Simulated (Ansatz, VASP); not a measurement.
## One calculation of TaH, two programs

```
Ta H
1.0
     2.86678    0.00000    0.00000
     0.00000    2.82805    0.00000
     0.00000    0.00000    2.84776
Ta H
1 1
Direct
  0.50000 0.00000 0.50000
  0.00000 0.00000 0.00000
```

Alike in both runs: functional PBE; k mesh 8 × 6 × 6; occupations gaussian, width 0.2 eV; no spin polarisation.

Ansatz relaxed the structure, and its values are those at the end. VASP's run is a single point on that final structure, the one shown.

|  | VASP | Ansatz |
| --- | --- | --- |
| version | VASP 6.6.1 | Ansatz 0.2.0 |
| potentials or method | VASP PAW PBE potentials, release 64 (Ta_pv, H), cutoff 500 eV | scalar-relativistic, plane waves, PAW |
| valence electrons in the cell | 12 | 14 |

|  | VASP | Ansatz | Ansatz less VASP |
| --- | --- | --- | --- |
| gap on the k mesh at the Fermi level (eV) | none | none | - |
| pressure (GPa) | 0.1 | 0.1 | -0.02 |

A gap of «none» marks a metal or a gap that the smearing closes. VASP's potentials hold 12 valence electrons a cell and Ansatz's 14, so a difference there can come from the potentials and not from the codes.

The k mesh is coarse, so the values compare programs but aren't converged. Spin-orbit coupling is off throughout.
